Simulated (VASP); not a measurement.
# CuSbPt2Cl6 (Fm-3m) in VASP: single point with r2SCAN

Aim: the single point of CuSbPt2Cl6 with r2SCAN.

Everything below comes from runs of VASP 6.6.1. Logs are shortened: lines on timing, memory, paths and dates and some standing lists are left out, and cuts for length are marked.

## 1. The cell of the first run

The structure is cubic, space group Fm-3m (No. 225). Conventional cell: a = 9.626 Å, b = 9.626 Å, c = 9.626 Å, α = 90.00°, β = 90.00°, γ = 90.00°. Within 4.5 Å of Pt (site symmetry -43m) lie 12 Cl at 3.40 Å and 4 Sb at 4.17 Å and 4 Cu at 4.17 Å. Within 3.1 Å of Sb (site symmetry m-3m) lie 6 Cl at 2.37 Å. Cu (site symmetry m-3m) has 6 Cl at 2.44 Å within 3.2 Å. Cl (site symmetry 4mm) has 1 Sb at 2.37 Å and 1 Cu at 2.44 Å within 3.1 Å.

## 2. Single point, r2SCAN

File POSCAR:

```
CuSbPt2Cl6
1.0
    0.0000000000      4.8128390000      4.8128390000
    4.8128390000      0.0000000000      4.8128390000
    4.8128390000      4.8128390000      0.0000000000
Pt Sb Cu Cl
2 1 1 6
Direct
    0.2500000000      0.2500000000      0.2500000000
    0.7500000000      0.7500000000      0.7500000000
    0.0000000000      0.0000000000      0.0000000000
    0.5000000000      0.5000000000      0.5000000000
    0.7537300000      0.2462700000      0.2462700000
    0.2462700000      0.7537300000      0.2462700000
    0.2462700000      0.7537300000      0.7537300000
    0.7537300000      0.2462700000      0.7537300000
    0.2462700000      0.2462700000      0.7537300000
    0.7537300000      0.7537300000      0.2462700000
```

File INCAR.step1:

```
ALGO     = Normal         # electronic algorithm
EDIFF    = 1E-4           # SCF threshold, eV
ENCUT    = 520            # plane-wave cutoff, eV
GGA      = PE             # functional
ISMEAR   = -1             # smearing method
LASPH    = T              # aspherical terms in the spheres
LCHARG   = F              # write CHGCAR
LREAL    = F              # projectors in reciprocal space
LWAVE    = T              # write WAVECAR
NBANDS   = 50             # bands
NELM     = 60             # most SCF steps
PREC     = Accurate       # precision mode
SIGMA    = 0.029          # smearing width, eV
```

File INCAR.step2:

```
ALGO     = Normal         # electronic algorithm
EDIFF    = 1E-6           # SCF threshold, eV
ENCUT    = 520            # plane-wave cutoff, eV
ISIF     = 2              # what is computed and relaxed
ISMEAR   = -1             # smearing method
ISTART   = 1            
LASPH    = T              # aspherical terms in the spheres
LCHARG   = F              # write CHGCAR
LMIXTAU  = T            
LREAL    = F              # projectors in reciprocal space
LWAVE    = F              # write WAVECAR
METAGGA  = R2SCAN         # meta-GGA
NBANDS   = 50             # bands
NELM     = 60             # most SCF steps
PREC     = Accurate       # precision mode
SIGMA    = 0.029          # smearing width, eV
```

File KPOINTS:

```
k-points
0
Gamma
  6 6 6
```

Potentials or basis: VASP PAW PBE potentials, release 64 (Pt, Sb, Cu, Cl).

Command:

```
$ cat potpaw_PBE.64/Pt/POTCAR potpaw_PBE.64/Sb/POTCAR potpaw_PBE.64/Cu/POTCAR potpaw_PBE.64/Cl/POTCAR > POTCAR
$ cp INCAR.step1 INCAR
$ mpirun -np 1 vasp_std > vasp.out
$ cp INCAR.step2 INCAR
$ mpirun -np 1 vasp_std > vasp.out
```

OUTCAR:

```text
EDIFF = 1E-6
   ENCUT = 520
   ISIF = 2
   ISMEAR = -1
   ISTART = 1
   LASPH = T
   LREAL = F
   METAGGA = R2SCAN
   NELM = 60
   PREC = Accurate

 ion  position               nearest neighbor table
   1  0.250  0.250  0.250-
   2  0.750  0.750  0.750-
   3  0.000  0.000  0.000-   5 2.37   6 2.37   7 2.37   8 2.37   9 2.37  10 2.37
   4  0.500  0.500  0.500-   5 2.44   6 2.44   7 2.44   8 2.44   9 2.44  10 2.44
   5  0.754  0.246  0.246-   3 2.37   4 2.44
   6  0.246  0.754  0.246-   3 2.37   4 2.44
   7  0.246  0.754  0.754-   3 2.37   4 2.44
   8  0.754  0.246  0.754-   3 2.37   4 2.44
   9  0.246  0.246  0.754-   3 2.37   4 2.44
  10  0.754  0.754  0.246-   3 2.37   4 2.44

  LATTYP: Found a face centered cubic cell.
 ALAT       =     9.6256780000

  Lattice vectors:

 A1 = (   0.0000000000,   4.8128390000,   4.8128390000)
 A2 = (   4.8128390000,   0.0000000000,   4.8128390000)
 A3 = (   4.8128390000,   4.8128390000,   0.0000000000)

Analysis of symmetry for initial positions (statically):
=====================================================================
 Subroutine PRICEL returns:
 Original cell was already a primitive cell.

 Routine SETGRP: Setting up the symmetry group for a
 face centered cubic supercell.

 Subroutine GETGRP returns: Found 48 space group operations
 (whereof 48 operations were pure point group operations)
 out of a pool of 48 trial point group operations.

The static configuration has the point symmetry O_h .

Analysis of symmetry for dynamics (positions and initial velocities):
=====================================================================
 Subroutine PRICEL returns:
 Original cell was already a primitive cell.

 Routine SETGRP: Setting up the symmetry group for a
 face centered cubic supercell.

 Subroutine GETGRP returns: Found 48 space group operations
 (whereof 48 operations were pure point group operations)
 out of a pool of 48 trial point group operations.

The dynamic configuration has the point symmetry O_h .

 Subroutine INISYM returns: Found 48 space group operations
 (whereof 48 operations are pure point group operations),
 and found     1 'primitive' translations

----------------------------------------------------------------------------------------

                                     Primitive cell

  volume of cell :     222.9636

  direct lattice vectors                    reciprocal lattice vectors
     0.000000000  4.812839000  4.812839000    -0.103888786  0.103888786  0.103888786
     4.812839000  0.000000000  4.812839000     0.103888786 -0.103888786  0.103888786
     4.812839000  4.812839000  0.000000000     0.103888786  0.103888786 -0.103888786

  length of vectors
     6.806382187  6.806382187  6.806382187     0.179940655  0.179940655  0.179940655

  position of ions in fractional coordinates (direct lattice)
     0.250000000  0.250000000  0.250000000
     0.750000000  0.750000000  0.750000000
     0.000000000  0.000000000  0.000000000
     0.500000000  0.500000000  0.500000000
     0.753730000  0.246270000  0.246270000
     0.246270000  0.753730000  0.246270000
     0.246270000  0.753730000  0.753730000
     0.753730000  0.246270000  0.753730000
     0.246270000  0.246270000  0.753730000
     0.753730000  0.753730000  0.246270000

  ion indices of the primitive-cell ions
   primitive index   ion index
                 1           1
                 2           2
                 3           3
                 4           4
                 5           5
                 6           6
                 7           7
                 8           8
                 9           9
                10          10

----------------------------------------------------------------------------------------

 KPOINTS: k-points

Automatic generation of k-mesh.
 Grid dimensions read from file:
 generate k-points for:    6    6    6

 Generating k-lattice:

  Cartesian coordinates                     Fractional coordinates (reciprocal lattice)
    -0.017314798  0.017314798  0.017314798     0.166666667  0.000000000  0.000000000
     0.017314798 -0.017314798  0.017314798     0.000000000  0.166666667  0.000000000
     0.017314798  0.017314798 -0.017314798     0.000000000  0.000000000  0.166666667

  Length of vectors
     0.029990109  0.029990109  0.029990109

  Shift w.r.t. Gamma in fractional coordinates (k-lattice)
     0.000000000  0.000000000  0.000000000

 Subroutine IBZKPT returns following result:
 ===========================================

 Found     16 irreducible k-points:

 Following reciprocal coordinates:
            Coordinates               Weight
  0.000000  0.000000  0.000000      1.000000
  0.166667  0.000000  0.000000      8.000000
  0.333333  0.000000  0.000000      8.000000
  0.500000  0.000000  0.000000      4.000000
  0.166667  0.166667  0.000000      6.000000
  0.333333  0.166667  0.000000     24.000000
[... 8 lines left out ...]
 -0.333333  0.333333  0.166667     24.000000
 -0.333333  0.500000  0.166667     12.000000
   k-points           NKPTS =     16   k-points in BZ     NKDIM =     16   number of bands    NBANDS=     50
   number of dos      NEDOS =    301   number of ions     NIONS =     10
   total plane-waves  NPLWV = 157464
   dimension x,y,z NGX =    54 NGY =   54 NGZ =   54
   dimension x,y,z NGXF=   108 NGYF=  108 NGZF=  108
   ions per type =               2   1   1   6
   NGX,Y,Z   is equivalent  to a cutoff of  13.19, 13.19, 13.19 a.u.
   NGXF,Y,Z  is equivalent  to a cutoff of  26.38, 26.38, 26.38 a.u.
 SYSTEM =  unknown system
   PREC   = accura    normal or accurate (medium, high low for compatibility)
   ISTART =      1    job   : 0-new  1-cont  2-samecut
   ICHARG =      0    charge: 1-file 2-atom 10-const
   ISPIN  =      1    spin polarized calculation?
   LNONCOLLINEAR =      F non collinear calculations
   LSORBIT =      F    spin-orbit coupling
   LASPH  =      T    aspherical Exc in radial PAW
   ENCUT  =  520.0 eV  38.22 Ry    6.18 a.u.  12.66 12.66 12.66*2*pi/ulx,y,z
   NELM   =     60;   NELMIN=  2; NELMDL=  0     # of ELM steps
   EDIFF  = 0.1E-05   stopping-criterion for ELM
   LREAL  =      F    real-space projection
   EDIFFG = 0.1E-04   stopping-criterion for IOM
   NSW    =      0    number of steps for IOM
   IBRION =     -1    ionic relax: 0-MD 1-quasi-New 2-CG
   NFREE  =      0    steps in history (QN), initial steepest desc. (CG)
   ISIF   =      2    stress and relaxation
   ISYM   =      2    0-nonsym 1-usesym 2-fastsym
   POTIM  = 0.5000    time-step for ionic-motion
   TEBEG  =    0.0;   TEEND  =   0.0 temperature during run
   PSTRESS=    0.0 pullay stress
   NELECT =      78.0000    total number of electrons
   NUPDOWN=      -1.0000    fix difference up-down
   EMIN   =  10.00;   EMAX   =-10.00  energy-range for DOS
   EFERMI =   0.00;   METHOD = LEGACY
   ISMEAR =    -1;   SIGMA  =   0.03  broadening in eV -4-tet -1-fermi 0-gaus
   EFERMI_NEDOS =   21; number of points for ismear=-14 and -15
   IALGO  =     38    algorithm
   IMIX   =      4    mixing-type and parameters
     AMIX     =   0.40;   BMIX     =  1.00
     AMIX_MAG =   1.60;   BMIX_MAG =  1.00
  volume/ion in A,a.u.               =      22.30       150.46
  Fermi-wavevector in a.u.,A,eV,Ry     =   1.153529  2.179853 18.104296  1.330628
  Thomas-Fermi vector in A             =   2.290172
   LORBIT       =      0    0 simple, 1 ext, 2 COOP (PROOUT), +10 PAW based schemes
   METAGGA = R2SCAN    functional components
   LHFCALC =     F    Hartree Fock is set to
   AEXX    =    0.0000 exact exchange contribution
   IVDW    =     0    specifies the selected vdW correction
   LEPSILON=     F    determine dielectric tensor
   LRPA    =     F    only Hartree local field effects (RPA)
 non-spin polarized calculation
  energy-cutoff  :      520.00
  volume of cell :      222.96
 maximum number of plane-waves:      6022
 NGX is ok and might be reduce to    54
   NGX = 25   NGY = 25   NGZ = 25

 number of electron      78.0000022 magnetization

 Free energy of the ion-electron system (eV)
  ---------------------------------------------------
  ext. energy  EPLUGINS =         0.00000000
  ---------------------------------------------------
  free energy    TOTEN  =      -172.20829096 eV

  energy without entropy =     -172.14967087  energy(sigma->0) =     -172.17898091

 E-fermi :   4.0977     XC(G=0): -10.0954

 val. band max:        4.0854139187   @ k =   0.5000   0.3333   0.0000
 cond. band min:       4.1002144342   @ k =   0.3333   0.3333   0.0000
 fundamental gap:      0.0148005156
 Fermi energy:         4.0977308233

 k-point     1 :       0.0000    0.0000    0.0000
  band No.  band energies     occupation
      1     -14.1575      2.00000
      2     -12.8015      2.00000
      3     -12.8015      2.00000
      4     -12.8015      2.00000
      5     -12.2385      2.00000
      6     -12.2385      2.00000
[... 42 lines left out ...]
     49      11.2032      0.00000
     50      12.1191      0.00000

 k-point     2 :       0.1667    0.0000    0.0000
  band No.  band energies     occupation
      1     -14.1173      2.00000
      2     -12.8728      2.00000
      3     -12.7814      2.00000
      4     -12.7814      2.00000
      5     -12.2645      2.00000
      6     -12.2645      2.00000
[... 42 lines left out ...]
     49      11.1974      0.00000
     50      11.5522      0.00000

 k-point     3 :       0.3333    0.0000    0.0000
  band No.  band energies     occupation
      1     -14.0222      2.00000
      2     -13.0276      2.00000
      3     -12.7340      2.00000
      4     -12.7340      2.00000
      5     -12.3239      2.00000
      6     -12.3239      2.00000
[... 678 lines left out ...]
     49      10.3302      0.00000
     50      10.8258      0.00000

 k-point    16 :      -0.3333    0.5000    0.1667
  band No.  band energies     occupation
      1     -13.9166      2.00000
      2     -12.9220      2.00000
      3     -12.8333      2.00000
      4     -12.8217      2.00000
      5     -12.4905      2.00000
      6     -12.2793      2.00000
[... 42 lines left out ...]
     49      10.3709      0.00000
     50      10.4396      0.00000

------------------------ aborting loop because EDIFF is reached ----------------------------------------

  FORCE on cell =-STRESS in cart. coord.  units (eV):
  Direction    XX          YY          ZZ          XY          YZ          ZX
  --------------------------------------------------------------------------------------
  -------------------------------------------------------------------------------------
  Total        5.4385916      5.4385916      5.4385916      0.0000000      0.0000000     -0.0000000
  in kB       39.0807628     39.0807628     39.0807628      0.0000000      0.0000000     -0.0000000
  external PRESSURE =      39.0807628 kB  Pullay stress =       0.0000000 kB

 VOLUME and BASIS-vectors are now :
 -----------------------------------------------------------------------------
  energy-cutoff  :      520.00
  volume of cell :      222.96
      direct lattice vectors                 reciprocal lattice vectors
     0.000000000  4.812839000  4.812839000    -0.103888786  0.103888786  0.103888786
     4.812839000  0.000000000  4.812839000     0.103888786 -0.103888786  0.103888786
     4.812839000  4.812839000  0.000000000     0.103888786  0.103888786 -0.103888786

 POSITION                                       TOTAL-FORCE (eV/Angst)
 -----------------------------------------------------------------------------------
      2.40642      2.40642      2.40642         0.000000     -0.000000     -0.000000
      7.21926      7.21926      7.21926         0.000000      0.000000      0.000000
      0.00000      0.00000      0.00000         0.000000      0.000000      0.000000
      4.81284      4.81284      4.81284         0.000000      0.000000     -0.000000
      2.37052      4.81284      4.81284         1.856101      0.000000      0.000000
      4.81284      2.37052      4.81284         0.000000      1.856101      0.000000
      7.25516      4.81284      4.81284        -1.856101      0.000000      0.000000
      4.81284      7.25516      4.81284         0.000000     -1.856101      0.000000
      4.81284      4.81284      2.37052         0.000000      0.000000      1.856101
      4.81284      4.81284      7.25516         0.000000      0.000000     -1.856101
 -----------------------------------------------------------------------------------
    total drift:                                0.000000      0.000000      0.000000

  FREE ENERGIE OF THE ION-ELECTRON SYSTEM (eV)
  ---------------------------------------------------
  free  energy   TOTEN  =      -172.2082909568 eV

  energy  without entropy=     -172.1496708655  energy(sigma->0) =     -172.17898091
```

Run time: 22 min. Hardware: 1 thread of AMD EPYC 7R43 (Zen 3), shared host; peak memory 0.48 GiB.

What came out:

```yaml
Free_energy: -172.2083 eV
Pressure: 3.9 GPa
Largest_force: 1.856 eV/Å
Band_gap_on_the_k_mesh: zero (band 39 reaches 4.12 eV, above the bottom of band 40 at 3.82 eV)
```

Forces in eV/Å, atoms in the order of the input:
```
Pt   0.000  0.000  0.000
Pt   0.000  0.000  0.000
Sb   0.000  0.000  0.000
Cu   0.000  0.000  0.000
Cl   1.856  0.000  0.000
Cl   0.000  1.856  0.000
Cl  -1.856  0.000  0.000
Cl   0.000 -1.856  0.000
Cl   0.000  0.000  1.856
Cl   0.000  0.000 -1.856
```

Caveat: the PAW data sets were made with another functional, which shifts forces and pressure a little; spin-orbit coupling is left out, which moves the levels of the heavy elements; semilocal functionals often make such compounds metallic where correlation or magnetic order opens a gap, which also shifts bond lengths.
